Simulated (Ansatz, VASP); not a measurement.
# One calculation of Na2Hg, two programs

INCAR

```
PREC     = Accurate       # precision mode
ENCUT    = 600            # plane-wave cutoff, eV
EDIFF    = 1E-6           # SCF threshold, eV
ISMEAR   = 0              # smearing method
SIGMA    = 0.1            # smearing width, eV
LREAL    = False          # projectors in reciprocal space
LASPH    = True           # aspherical terms in the spheres
NELM     = 80             # most SCF steps
ALGO     = Fast           # electronic algorithm
ISIF     = 3              # what is computed and relaxed
LWAVE    = False          # write WAVECAR
LCHARG   = False          # write CHGCAR
GGA      = PE             # functional
IBRION   = 2              # ionic algorithm
NSW      = 100            # ionic steps
EDIFFG   = -0.01          # ionic threshold
```

File KPOINTS:

```
regular mesh
0
Gamma
  12 12 12
```

The input POSCAR:

```
Na2Hg
1.0
    0.0000000000      3.6953228203      3.6953228203
    3.6953228203      0.0000000000      3.6953228203
    3.6953228203      3.6953228203      0.0000000000
Na Hg
2 1
Direct
    0.2500000000      0.2500000000      0.2500000000
    0.7500000000      0.7500000000      0.7500000000
    0.0000000000      0.0000000000      0.0000000000
```

Input for Ansatz:

```yaml
crystal:
  lattice:
    - [0.0, 3.6953228203, 3.6953228203]
    - [3.6953228203, 0.0, 3.6953228203]
    - [3.6953228203, 3.6953228203, 0.0]
  atoms:
    - { symbol: Na, position: [0.25, 0.25, 0.25] }
    - { symbol: Na, position: [0.75, 0.75, 0.75] }
    - { symbol: Hg, position: [0.0, 0.0, 0.0] }
basis:
  ecutwfc: 420
kpoints:
  mp_grid: { grid: [12, 12, 12] }
hamiltonian:
  xc: pbe
scf:
  occupations: { method: gaussian, width: 0.1 }
output:
  forces: true
  stress: true
  eigenvalues: true
relax:
  adjacent_minimum: "off"
  f_tol: 0.01
  max_steps: 80
  cell: { stress_tol: 0.05 }
```

Alike in both runs: task relaxation of cell and atoms; functional PBE; k mesh 12 × 12 × 12; occupations gaussian, width 0.1 eV; no spin polarisation.

|  | VASP | Ansatz |
| --- | --- | --- |
| version | VASP 6.6.1 | Ansatz 0.2.0 |
| potentials or method | VASP PAW PBE potentials, release 64 (Na_pv, Hg), cutoff 600 eV | scalar-relativistic, plane waves, PAW |
| valence electrons in the cell | 26 | 38 |

|  | VASP | Ansatz | Ansatz less VASP |
| --- | --- | --- | --- |
| gap on the k mesh at the Fermi level, each at its own relaxed structure (eV) | none | none | - |
| relaxed volume (Å³/atom) | 33.56 | 33.64 | +0.084 |
| relaxed length of the cell vector where the two differ most in proportion (Å) | 5.222 | 5.226 | +0.0043 |

A gap of «none» marks a metal or a gap that the smearing closes. VASP's potentials hold 26 valence electrons a cell and Ansatz's 38, so a difference there can come from the potentials and not from the codes.

Spin-orbit coupling is off throughout.
